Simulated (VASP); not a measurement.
Write the native input for VASP 6.6.1 that does the following.

```
Task                   : relaxation of cell and atoms
Functional             : PBE
Potentials or basis    : VASP PAW PBE potentials, release 64 (Li_sv, Si, N)
Cutoff                 : 600 eV
k mesh                 : 6 × 6 × 4
Occupations            : gaussian, width 0.1 eV
Spin                   : no spin polarisation
Dipole correction      : no
Further INCAR settings : ALGO = Normal; EDIFF = 1e-06; IBRION = 2; EDIFFG = -0.04; NSW = 90; ISIF = 3
```

The structure of Li3Si2N lies in POSCAR:

```
Li3Si2N
1.0
    4.1574710600      0.0000000000      0.0000000000
   -2.0787355300      3.6004755500      0.0000000000
    0.0000000000      0.0000000000      4.8631907300
Li Si N
3 2 1
Direct
    0.3692242300      0.0000000000      0.5000000000
    0.0000000000      0.3692242300      0.5000000000
    0.6307757700      0.6307757700      0.5000000000
    0.0000000000      0.0000000000      0.7012206100
    0.0000000000      0.0000000000      0.2987793900
    0.0000000000      0.0000000000      0.0000000000
```

The cell was built from a structure type or drawn by symmetry, and may not be a known phase.

The input as run:

INCAR

```
SYSTEM = Li3Si2N
PREC = Accurate
ENCUT = 600
EDIFF = 1E-6
ISMEAR = 0
SIGMA = 0.1
LREAL = .False.
LASPH = .True.
NELM = 60
ALGO = Normal
ISIF = 3
LWAVE = .False.
LCHARG = .False.
GGA = PE
IBRION = 2
NSW = 90
EDIFFG = -0.04
```

KPOINTS

```
regular mesh
0
Gamma
  6 6 4
  0 0 0
```

Potentials or basis: VASP PAW PBE potentials, release 64 (Li_sv, Si, N).

The run is started by

```console
$ cat potpaw_PBE.64/Li_sv/POTCAR potpaw_PBE.64/Si/POTCAR potpaw_PBE.64/N/POTCAR > POTCAR
$ mpirun -np 1 vasp_std > vasp.out
```

It gave:

The relaxed volume is 20.72 Å³/atom and the relaxed cell is a = 4.949 Å, b = 4.949 Å, c = 5.860 Å, α = 90.00°, β = 90.00°, γ = 120.00°. The space group after relaxing (to 0.1 Å) is P-62m (No. 189). The energy gained by relaxing is 1942.2 meV/atom. The ionic steps are 32. The pressure after relaxing is 0.0 GPa and the largest force after relaxing is 0.029 eV/Å.

Caveat: the cutoff is under 1.25 times the usual one of these potentials, so pressure, stress and relaxed cells hold a basis-set (Pulay) error; the volume moved by over 15 % at a fixed basis, so the end points are rough.

Wall time 4.3 min on 1 thread of Intel(R) Xeon(R) Platinum 8559C (Emerald Rapids), with other jobs on the host, peak memory 0.23 GiB.
